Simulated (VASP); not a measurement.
Al2BAs3:

```
Al B As
1.0
    -1.86772    1.86772    7.92405
     1.86772   -1.86772    7.92405
     1.86772    1.86772   -7.92405
Al B As
2 1 3
Cartesian
  0.0000 0.0000 10.5654
  0.0000 0.0000 5.2827
  0.0000 0.0000 0.0000
  0.0000 1.8677 1.3207
  1.8677 0.0000 3.9620
  0.0000 1.8677 6.6034
```

| Item | Value |
| --- | --- |
| Program | VASP 6.6.1 |
| Task | relaxation of cell and atoms |
| Functional | PBE |
| Potentials or basis | VASP PAW PBE potentials, release 64 (Al, B, As) |
| Cutoff | 600 eV |
| k mesh | 6 × 6 × 6 |
| Occupations | gaussian, width 0.1 eV |
| Spin | no spin polarisation |

At the start: pressure 12.3 GPa; volume 18.43 Å³/atom.

Q: Where does the relaxation end?

A: Over 8 steps the energy falls by 206.9 meV/atom and the volume is 20.19 Å³/atom (+9.5 %); space group I-4m2 (No. 119, to 0.1 Å) before and after.

Step by step:
```
step  energy change (eV)  largest force (eV/Å)  pressure (GPa)  volume (Å³)
   1              0.0000                3.5683           12.27       110.57
   2             -0.8030                0.9801           -6.23       134.71
   3             -0.9565                0.9700           -2.40       126.88
   4             -1.1437                0.6282           -1.21       123.86
   5             -1.2226                0.3574            0.52       120.52
   6             -1.2400                0.0749           -0.13       121.39
   7             -1.2400                0.0716           -0.13       121.39
   8             -1.2414                0.0362            0.03       121.11
```

Final structure:
```
Al B As
1.0
    -1.90396    1.90396    8.35249
     1.90396   -1.90396    8.35249
     1.90396    1.90396   -8.35249
Al B As
2 1 3
Direct
  0.65969 0.65969 0.00000
  0.34031 0.34031 0.00000
  0.00000 0.00000 0.00000
  0.56815 0.06815 0.50000
  0.25000 0.75000 0.50000
  0.93185 0.43185 0.50000
```
